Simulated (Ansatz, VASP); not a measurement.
## Ge in VASP and in Ansatz

```xyz
2
Lattice="0.0000 2.7234 2.9147 2.7234 0.0000 2.9147 2.7234 2.7234 0.0000" Properties=species:S:1:pos:R:3 pbc="T T T"
Ge    0.0000    0.0000    0.0000
Ge    1.3617    1.3617    1.4573
```

Change from the starting cell: epitaxial_xy strain -4.0%.

Alike in both runs: task single point; functional PBE; k mesh 8 × 8 × 8; occupations fermi-dirac, width 0.02 eV; no spin polarisation.

```csv
,VASP,Ansatz
version,VASP 6.6.1,Ansatz 0.2.0
potentials or method,"VASP PAW PBE potentials, release 64 (Ge_d)","plane waves, PAW"
plane-wave cutoff (eV),520,420
valence electrons in the cell,28,28
```

|  | VASP | Ansatz | Ansatz less VASP |
| --- | --- | --- | --- |
| pressure (GPa) | 7.4 | 7.4 | +0.08 |
| traceless stress, the component that is largest in VASP (GPa) | -3.75 | -3.73 | +0.013 |

The functional is the same, so the differences come from potentials, cutoffs and numerics.
